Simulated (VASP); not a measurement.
Crystal: Ta4Ge3.

```xyz
14
Lattice="-3.9050 3.9050 3.9050 3.9050 -3.9050 3.9050 3.9050 3.9050 -3.9050" Properties=species:S:1:pos:R:3 pbc="T T T"
Ta   -1.4058    1.4058    5.3108
Ta   -0.5467    3.3583    0.5467
Ta    1.4058    5.3108   -1.4058
Ta    3.3583    0.5467   -0.5467
Ta    2.4992    2.4992    2.4992
Ta    5.3108   -1.4058    1.4058
Ta    0.5467   -0.5467    3.3583
Ta    0.5467    0.5467    0.5467
Ge    5.8575    0.9763    0.0000
Ge    0.0000    5.8575    0.9762
Ge    0.9762    0.0000    5.8575
Ge    2.9287    0.0000    1.9525
Ge    0.0000    1.9525    2.9287
Ge    1.9525    2.9287    0.0000
```

| Quantity | Value |
| --- | --- |
| Program | VASP 6.6.1 |
| Task | relaxation of cell and atoms |
| Functional | PBE |
| Potentials or basis | VASP PAW PBE potentials, release 64 (Ta_pv, Ge_d) |
| Cutoff | 600 eV |
| k mesh | 3 × 3 × 3 |
| Occupations | gaussian, width 0.2 eV |
| Spin | no spin polarisation |

At the start: pressure 2.3 GPa; volume 17.01 Å³/atom.

How do energy, volume and symmetry change on relaxing?

Over 5 steps the energy falls by 46.5 meV/atom and the volume is 17.34 Å³/atom (+1.9 %); space group I-43d (No. 220, to 0.1 Å) before and after.

Step by step:
| step | energy change (eV) | largest force (eV/Å) | pressure (GPa) | volume (Å³) |
| --- | --- | --- | --- | --- |
| 1 | 0.0000 | 1.0600 | 2.33 | 238.19 |
| 2 | -0.3150 | 0.7297 | -4.00 | 246.81 |
| 3 | -0.3227 | 0.6766 | -4.92 | 248.29 |
| 4 | -0.5251 | 0.4425 | -3.28 | 246.05 |
| 5 | -0.6504 | 0.0114 | -0.35 | 242.73 |

Final structure:
```
Ta Ge
1.0
    -3.92963    3.92963    3.92963
     3.92963   -3.92963    3.92963
     3.92963    3.92963   -3.92963
Ta Ge
8 6
Cartesian
  -1.3341 1.3341 5.2637
  -0.6308 3.2989 0.6308
  1.3341 5.2637 -1.3341
  3.2989 0.6308 -0.6308
  2.5956 2.5956 2.5956
  5.2637 -1.3341 1.3341
  0.6308 -0.6308 3.2989
  0.6308 0.6308 0.6308
  5.8944 0.9824 0.0000
  0.0000 5.8944 0.9824
  0.9824 0.0000 5.8944
  2.9472 0.0000 1.9648
  0.0000 1.9648 2.9472
  1.9648 2.9472 0.0000
```

Caveat: the k points lie up to 0.38 Å⁻¹ apart in the final cell.
